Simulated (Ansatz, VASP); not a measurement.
# One calculation of SnTe, two programs

```
Sn Te
1.0
     0.00000    3.10780    3.10780
     3.10780    0.00000    3.10780
     3.10780    3.10780    0.00000
Sn Te
1 1
Direct
  0.00000 0.00000 0.00000
  0.25000 0.25000 0.25000
```

Change from the starting cell: volume scaled by 0.64, LAPW.

Alike in both runs: task single point; functional PBE; k mesh 12 × 12 × 12; occupations fermi-dirac, width 0.08 eV; no spin polarisation.

|  | VASP | Ansatz |
| --- | --- | --- |
| version | VASP 6.6.1 | Ansatz 0.2.0 |
| potentials or method | VASP PAW PBE potentials, release 64 (Sn_d, Te), cutoff 520 eV | all-electron LAPW, scalar-relativistic |

```csv
,VASP,Ansatz,Ansatz less VASP
pressure (GPa),24.6,24.6,0.00
```

Ansatz ran all-electron here, and VASP with PAW potentials.

Neither program's run includes spin-orbit coupling.
